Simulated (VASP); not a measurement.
The system is K.

```xyz
1
Lattice="4.3104 0.0000 0.0000 0.0000 4.3104 0.0000 0.0000 0.0000 4.3104" Properties=species:S:1:pos:R:3 pbc="T T T"
K     0.0000    0.0000    0.0000
```

```yaml
Program: VASP 6.6.1
Task: relaxation of cell and atoms
Functional: BLYP
Dispersion: D3(BJ)
Potentials_or_basis: VASP PAW PBE potentials, release 64 (K_sv)
Cutoff: 600 eV
k_mesh: 7 × 7 × 7
Occupations: fermi-dirac, width 0.05 eV
Spin: no spin polarisation
```

At the start: pressure -0.4 GPa; volume 80.09 Å³/atom.

Problem. Where does the relaxation end?

Solution. Over 6 steps the energy falls by 18.5 meV/atom and the volume is 67.49 Å³/atom (-15.7 %); space group Pm-3m (No. 221, to 0.05 Å).

The path:
| step | energy change (eV) | largest force (eV/Å) | pressure (GPa) | volume (Å³) |
| --- | --- | --- | --- | --- |
| 1 | 0.0000 | 0.0000 | -0.41 | 80.09 |
| 2 | -0.0057 | 0.0000 | -0.37 | 77.71 |
| 3 | -0.0169 | 0.0000 | -0.15 | 70.88 |
| 4 | -0.0015 | 0.0000 | 0.68 | 58.43 |
| 5 | -0.0185 | 0.0000 | -0.03 | 68.05 |
| 6 | -0.0185 | 0.0000 | 0.00 | 67.49 |

Final structure:
```
K
1.0
     4.07135    0.00000    0.00000
     0.00000    4.07135    0.00000
     0.00000    0.00000    4.07135
K
1
Direct
  0.00000 0.00000 0.00000
```

Caveat: the volume moved by over 15 % at a fixed basis, so the end points are rough; the PAW data sets were made with another functional, which shifts forces and pressure a little; pairwise dispersion overbinds metals, which lowers pressure and volume.
